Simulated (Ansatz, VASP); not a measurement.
**TiO2: VASP beside Ansatz**

```xyz
6
Lattice="4.6403 0.0000 0.0000 0.0000 4.6403 0.0000 0.0000 0.0000 2.9650" Properties=species:S:1:pos:R:3 pbc="T T T"
Ti    0.0000    0.0000    0.0000
Ti    2.3202    2.3202    1.4825
O     1.4159    1.4159    0.0000
O     0.9042    3.7361    1.4825
O     3.2244    3.2244    0.0000
O     3.7361    0.9042    1.4825
```

Alike in both runs: functional PBE; k mesh 4 × 4 × 6; occupations gaussian, width 0.1 eV; no spin polarisation.

Ansatz relaxed the structure, and its values are those at the end. VASP's run is a single point on that final structure, the one shown.

|  | VASP | Ansatz |
| --- | --- | --- |
| version | VASP 6.6.1 | Ansatz 0.2.0 |
| potentials or method | VASP PAW PBE potentials, release 64 (Ti_sv, O), cutoff 600 eV | scalar-relativistic, plane waves, PAW |
| valence electrons in the cell | 48 | 48 |

|  | VASP | Ansatz | Ansatz less VASP |
| --- | --- | --- | --- |
| gap on the k mesh at the Fermi level (eV) | 1.84 | 1.86 | +0.023 |
| least direct gap on the mesh (eV) | 1.84 | 1.86 | +0.023 |
| pressure (GPa) | 0.6 | 0.2 | -0.39 |
| rms of the force components (eV/Å) | 0.015 | 0.003 | -0.0126 |

With one functional, cell and mesh, what is left measures potentials, basis and numerics.
